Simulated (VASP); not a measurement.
A run of VASP 6.6.1 is set up as follows.

INCAR

```
PREC = Accurate ; ENCUT = 520
EDIFF = 1E-6 ; ISMEAR = -1
SIGMA = 0.05 ; LREAL = F
LASPH = T ; NELM = 80
ALGO = Normal ; ISIF = 2
LWAVE = F ; LCHARG = T
GGA = PS ; IVDW = 12
LELF = T ; LVHAR = T
NBANDS = 14
```

The input KPOINTS:

```
regular mesh
0
Gamma
  9 9 9
```

File POSCAR:

```
Mg3Te
1.0
   -2.1081640440      2.1081640440      4.9618889543
    2.1081640440     -2.1081640440      4.9618889543
    2.1081640440      2.1081640440     -4.9618889543
Te Mg
1 3
Direct
    0.0000000000      0.0000000000      0.0000000000
    0.2500000000      0.7500000000      0.5000000000
    0.7500000000      0.2500000000      0.5000000000
    0.5000000000      0.5000000000      0.0000000000
```

Potentials or basis: VASP PAW PBE potentials, release 64 (Te, Mg).

Launch:

```bash
$ cat potpaw_PBE.64/Te/POTCAR potpaw_PBE.64/Mg/POTCAR > POTCAR
$ mpirun -np 1 vasp_std > vasp.out
```

Task: Estimate the pressure.

Result: 0.0 GPa.

Task: Estimate the band gap on the k mesh.

Result: Zero (band 6 reaches 6.01 eV, above the bottom of band 7 at 4.19 eV).

Caveat: the PAW data sets were made with another functional, which shifts forces and pressure a little; spin-orbit coupling is left out, which moves the levels of the heavy elements; pairwise dispersion overbinds metals, which lowers pressure and volume.
